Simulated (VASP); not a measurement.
Ru: elastic constants with LDA

Ru:

```xyz
2
Lattice="2.6710 0.0000 0.0000 -1.3355 2.3132 0.0000 0.0000 0.0000 4.2158" Properties=species:S:1:pos:R:3 pbc="T T T"
Ru    0.0000    1.5421    1.0540
Ru    1.3355    0.7711    3.1619
```

```
Program                   : VASP 6.6.1
Task                      : elastic constants
Functional                : LDA
Potentials or basis       : VASP PAW LDA potentials, release 64 (Ru_pv)
Cutoff                    : 500 eV
k mesh                    : 20 × 20 × 12
Occupations               : fermi-dirac, width 0.1 eV
Spin                      : no spin polarisation
Dipole correction         : no
Ions in elastic constants : relaxed
Further INCAR settings    : ALGO = Normal; EDIFF = 1e-08; IBRION = 6; POTIM = 0.015; NSW = 1; ISIF = 3
```

* Voigt bulk modulus: 378 GPa
* Highest phonon frequency at Γ: 278 cm⁻¹

Phonon frequencies in cm⁻¹ (negative: imaginary):
| q point | frequencies |
| --- | --- |
| (0.000, 0.000, 0.000) | 0 0 0 209 209 278 |

Elastic tensor in Voigt notation (GPa, in the Cartesian axes of the cell as first typed):
```
677 224 210   0   0   0
224 677 210   0   0   0
210 210 762   0   0   0
  0   0   0 218   0   0
  0   0   0   0 218   0
  0   0   0   0   0 227
```

Clamped-ion elastic tensor (GPa):
```
684 217 210   0   0   0
217 684 210   0   0   0
210 210 762   0   0   0
  0   0   0 218   0   0
  0   0   0   0 218   0
  0   0   0   0   0 233
```

Run time: 6.8 min on 4 MPI ranks on Intel(R) Xeon(R) 6975P-C (Granite Rapids), on a shared host, peak memory 0.92 GiB a rank.

Caveat: the cell is under stress, which shifts elastic constants.
